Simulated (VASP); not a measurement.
# Hg (Fd-3m) in VASP: further runs, part 2 of 2

VASP 6.6.1. Earlier steps stand in the parts before.

## (4) Single point, r2SCAN

This run uses another cell than the first one, of 38.19 Å³/atom, 1.087 times its volume.

Input file POSCAR:

```
Hg
1.0
    0.0000000000      3.3676951244      3.3676951244
    3.3676951244      0.0000000000      3.3676951244
    3.3676951244      3.3676951244      0.0000000000
Hg
2
Direct
    0.1250000000      0.1250000000      0.1250000000
    0.8750000000      0.8750000000      0.8750000000
```

Input file INCAR.step1:

```
SYSTEM = Hg
ALGO = Normal
EDIFF = 1E-4
ENCUT = 520
GGA = PE
ISMEAR = -1
LASPH = .True.
LCHARG = .False.
LREAL = .False.
LWAVE = .True.
NBANDS = 19
NELM = 60
PREC = Accurate
SIGMA = 0.1
```

Input file INCAR.step2:

```
SYSTEM = Hg
ALGO = Normal
EDIFF = 1E-6
ENCUT = 520
ISIF = 2
ISMEAR = -1
ISTART = 1
LASPH = .True.
LCHARG = .False.
LMIXTAU = .True.
LREAL = .False.
LWAVE = .False.
METAGGA = R2SCAN
NBANDS = 19
NELM = 60
PREC = Accurate
SIGMA = 0.1
```

Input file KPOINTS:

```
k-points
0
Gamma
  13 13 13
  0 0 0
```

Potentials or basis: VASP PAW PBE potentials, release 64 (Hg).

The run is started by

```sh
$ cat potpaw_PBE.64/Hg/POTCAR > POTCAR
$ cp INCAR.step1 INCAR
$ mpirun -np 1 vasp_std > vasp.out
$ cp INCAR.step2 INCAR
$ mpirun -np 1 vasp_std > vasp.out
```

OUTCAR:

```text
SYSTEM = Hg
   EDIFF = 1E-6
   ENCUT = 520
   ISIF = 2
   ISMEAR = -1
   ISTART = 1
   LASPH = .True.
   LREAL = .False.
   METAGGA = R2SCAN
   NELM = 60
   PREC = Accurate

 ion  position               nearest neighbor table
   1  0.125  0.125  0.125-   2 2.92   2 2.92   2 2.92   2 2.92
   2  0.875  0.875  0.875-   1 2.92   1 2.92   1 2.92   1 2.92

  LATTYP: Found a face centered cubic cell.
 ALAT       =     6.7353902488

  Lattice vectors:

 A1 = (   0.0000000000,   3.3676951244,   3.3676951244)
 A2 = (   3.3676951244,   0.0000000000,   3.3676951244)
 A3 = (   3.3676951244,   3.3676951244,   0.0000000000)

Analysis of symmetry for initial positions (statically):
=====================================================================
 Subroutine PRICEL returns:
 Original cell was already a primitive cell.

 Routine SETGRP: Setting up the symmetry group for a
 face centered cubic supercell.

 Subroutine GETGRP returns: Found 48 space group operations
 (whereof 12 operations were pure point group operations)
 out of a pool of 48 trial point group operations.

The static configuration has the point symmetry D_3d.
 The point group associated with its full space group is O_h .

[... 154 lines left out ...]
  ext. energy  EPLUGINS =         0.00000000
  ---------------------------------------------------
  free energy    TOTEN  =       -98.35768763 eV

  energy without entropy =      -98.32746927  energy(sigma->0) =      -98.34257845

 E-fermi :   0.4708     XC(G=0):  -8.6363

 val. band max:        0.4640961905   @ k =  -0.3077   0.3846   0.1538
 cond. band min:       0.4839653484   @ k =  -0.3077   0.3077   0.0769
 fundamental gap:      0.0198691578
 Fermi energy:         0.4708097913

 k-point     1 :       0.0000    0.0000    0.0000
  band No.  band energies     occupation
      1      -7.5674      2.00000
      2      -7.5674      2.00000
      3      -7.5674      2.00000
      4      -7.5099      2.00000
      5      -7.5099      2.00000
      6      -7.2394      2.00000
[... 505 lines left out ...]
      6      -7.1791      2.00000
[... 11 lines left out ...]
     18       8.7058      0.00000
     19      10.0653      0.00000

 [... further k-points ...]
[... 5 lines left out ...]
  --------------------------------------------------------------------------------------
  -------------------------------------------------------------------------------------
  Total        0.1652688      0.1652688      0.1652688     -0.0000000      0.0000000     -0.0000000
  in kB        3.4663562      3.4663562      3.4663562     -0.0000000      0.0000000     -0.0000000
  external PRESSURE =       3.4663562 kB  Pullay stress =       0.0000000 kB

 VOLUME and BASIS-vectors are now :
 -----------------------------------------------------------------------------
  energy-cutoff  :      520.00
  volume of cell :       76.39
      direct lattice vectors                 reciprocal lattice vectors
     0.000000000  3.367695124  3.367695124    -0.148469497  0.148469497  0.148469497
     3.367695124  0.000000000  3.367695124     0.148469497 -0.148469497  0.148469497
     3.367695124  3.367695124  0.000000000     0.148469497  0.148469497 -0.148469497

 POSITION                                       TOTAL-FORCE (eV/Angst)
 -----------------------------------------------------------------------------------
      0.84192      0.84192      0.84192        -0.000000      0.000000     -0.000000
      5.89347      5.89347      5.89347         0.000000     -0.000000      0.000000
 -----------------------------------------------------------------------------------
    total drift:                                0.000000      0.000000      0.000000

  FREE ENERGIE OF THE ION-ELECTRON SYSTEM (eV)
  ---------------------------------------------------
  free  energy   TOTEN  =       -98.3576876259 eV

  energy  without entropy=      -98.3274692660  energy(sigma->0) =      -98.34257845
```

It took 5.1 min on 1 thread of Intel Xeon 6975P-C, shared host; peak memory 0.28 GiB.

What came out:

```
Free energy            : -98.3577 eV
Pressure               : 0.3 GPa
Band gap on the k mesh : zero (band 12 reaches 3.04 eV, above the bottom of band 13 at 0.31 eV)
```

Levels at points of the mesh, in eV from the Fermi level:
| k point | band 10 | band 11 | band 12 | band 13 | band 14 | band 15 |
| --- | --- | --- | --- | --- | --- | --- |
| (0.00, 0.00, 0.00) | -6.69 | -6.69 | 2.57 | 4.85 | 4.85 | 4.85 |

Caveat: the PAW data sets were made with another functional, which shifts forces and pressure a little; spin-orbit coupling is left out, which moves the levels of the heavy elements.

## (5) Relaxation of cell and atoms, r2SCAN

This run uses another cell than the first one, of 31.15 Å³/atom, 0.886 times its volume.

Input file POSCAR:

```
Hg
1.0
    0.0000000000      3.1463715427      3.1463715427
    3.1463715427      0.0000000000      3.1463715427
    3.1463715427      3.1463715427      0.0000000000
Hg
2
Direct
    0.1250000000      0.1250000000      0.1250000000
    0.8750000000      0.8750000000      0.8750000000
```

Input file INCAR.step1:

```
  PREC = Accurate
  ENCUT = 600
  ISMEAR = -1
  SIGMA = 0.1
  LREAL = False
  LASPH = True
  NELM = 60
  GGA = PE
  ALGO = Normal
  EDIFF = 1E-4
  LWAVE = True
  LCHARG = False
```

Input file INCAR.step2:

```
  PREC = Accurate
  ENCUT = 600
  EDIFF = 1E-6
  ISMEAR = -1
  SIGMA = 0.1
  LREAL = False
  LASPH = True
  NELM = 60
  ALGO = Normal
  ISIF = 3
  LWAVE = False
  LCHARG = False
  METAGGA = R2SCAN
  LMIXTAU = True
  IBRION = 2
  NSW = 80
  EDIFFG = -0.01
  ISTART = 1
```

Input file KPOINTS:

```
regular mesh
0
Gamma
  9 9 9
```

Potentials or basis: VASP PAW PBE potentials, release 64 (Hg).

The run is started by

```sh
$ cat potpaw_PBE.64/Hg/POTCAR > POTCAR
$ cp INCAR.step1 INCAR
$ mpirun -np 1 vasp_std > vasp.out
$ cp INCAR.step2 INCAR
$ mpirun -np 1 vasp_std > vasp.out
```

OUTCAR:

```text
PREC = Accurate
   ENCUT = 600
   EDIFF = 1E-6
   ISMEAR = -1
   LREAL = False
   LASPH = True
   NELM = 60
   ISIF = 3
   METAGGA = R2SCAN
   IBRION = 2
   NSW = 80
   EDIFFG = -0.01
   ISTART = 1

 ion  position               nearest neighbor table
   1  0.125  0.125  0.125-   2 2.72   2 2.72   2 2.72   2 2.72
   2  0.875  0.875  0.875-   1 2.72   1 2.72   1 2.72   1 2.72

  LATTYP: Found a face centered cubic cell.
 ALAT       =     6.2927430854

  Lattice vectors:

 A1 = (   0.0000000000,   3.1463715427,   3.1463715427)
 A2 = (   3.1463715427,   0.0000000000,   3.1463715427)
 A3 = (   3.1463715427,   3.1463715427,   0.0000000000)

Analysis of symmetry for initial positions (statically):
[... 323 lines left out ...]
  ext. energy  EPLUGINS =         0.00000000
  ---------------------------------------------------
  free energy    TOTEN  =       -98.35579305 eV

  energy without entropy =      -98.32446262  energy(sigma->0) =      -98.34012783

 E-fermi :   0.4108     XC(G=0):  -8.5342

 val. band max:        0.3967615788   @ k =   0.2222   0.0000   0.0000
 cond. band min:       0.4245605467   @ k =  -0.3333   0.3333   0.1111
 fundamental gap:      0.0277989679
 Fermi energy:         0.4107872071

 k-point     1 :       0.0000    0.0000    0.0000
  band No.  band energies     occupation
      1      -7.6020      2.00000
      2      -7.6020      2.00000
      3      -7.6020      2.00000
      4      -7.5457      2.00000
      5      -7.5457      2.00000
      6      -7.2246      2.00000
[... 433 lines left out ...]
      3      -7.6868      2.00000
      4      -7.5508      2.00000
      5      -7.0354      2.00000
      6      -6.9014      2.00000
[... 8 lines left out ...]
     15       4.2389      0.00000
     16       4.5276      0.00000

 [... further k-points ...]
[... 5 lines left out ...]
  --------------------------------------------------------------------------------------
  -------------------------------------------------------------------------------------
  Total        0.0167664      0.0167664      0.0167664     -0.0000000      0.0000000     -0.0000000
  in kB        0.3444739      0.3444739      0.3444739     -0.0000000      0.0000000     -0.0000000
  external PRESSURE =       0.3444739 kB  Pullay stress =       0.0000000 kB
[... 17 lines left out ...]
  FREE ENERGIE OF THE ION-ELECTRON SYSTEM (eV)
  ---------------------------------------------------
  free  energy   TOTEN  =       -98.3557930467 eV

  energy  without entropy=      -98.3244626191  energy(sigma->0) =      -98.34012783

 reached required accuracy - stopping structural energy minimisation
```

Run time: 9.4 min. Hardware: 1 thread of Intel Xeon 6975P-C, shared host; peak memory 0.25 GiB.

Results:

- Free energy: -98.3558 eV
- Relaxed volume: 38.99 Å³/atom
- Relaxed cell: a = 4.796 Å, b = 4.796 Å, c = 4.796 Å, α = 60.00°, β = 60.00°, γ = 60.00°
- Space group after relaxing (to 0.05 Å): Fd-3m (No. 227)
- Energy gained by relaxing: 117.5 meV/atom
- Ionic steps: 5
- Pressure after relaxing: 0.0 GPa
- Band gap on the k mesh: zero (band 12 reaches 2.78 eV, above the bottom of band 13 at 0.22 eV)

The path:
```csv
step,energy change (eV),largest force (eV/Å),pressure (GPa),volume (Å³)
1,0.0000,0.0000,6.41,62.30
2,-0.2271,0.0000,0.74,74.21
3,-0.2335,0.0000,-0.24,79.90
4,-0.2349,0.0000,-0.06,78.39
5,-0.2350,0.0000,0.03,77.98
```

Final structure:
```
CELL_PARAMETERS angstrom
0.00000 3.39095 3.39095
3.39095 0.00000 3.39095
3.39095 3.39095 0.00000
ATOMIC_POSITIONS crystal
Hg 0.12500 0.12500 0.12500
Hg 0.87500 0.87500 0.87500
```

Caveat: the volume moved by over 15 % at a fixed basis, so the end points are rough; the PAW data sets were made with another functional, which shifts forces and pressure a little; spin-orbit coupling is left out, which moves the levels of the heavy elements.

## (6) Summary

```tsv
task	cell	k mesh	cutoff (eV)	gap on the mesh (eV)	pressure (GPa)
single point	a = 4.632 Å, angles 60.0°, 2 atoms	9 × 9 × 9	520	none	2.0
single point	a = 4.763 Å, angles 60.0°, 2 atoms	9 × 9 × 9	520	none	0.3
single point	a = 4.763 Å, angles 60.0°, 2 atoms	13 × 13 × 13	520	none	0.3
relaxation of cell and atoms	relaxed from a = 4.450 Å, angles 60.0°, 2 atoms	9 × 9 × 9	600	none	0.0
```

Alike in all rows: level r2SCAN; potentials or basis VASP PAW PBE potentials, release 64 (Hg); no spin polarisation; smearing fermi-dirac 0.1 eV.

Caveats: the PAW data sets were made with another functional, which shifts forces and pressure a little; spin-orbit coupling is left out, which moves the levels of the heavy elements; the volume moved by over 15 % at a fixed basis, so the end points are rough (some runs).

Absolute energies hang on the potentials; compare differences alone.
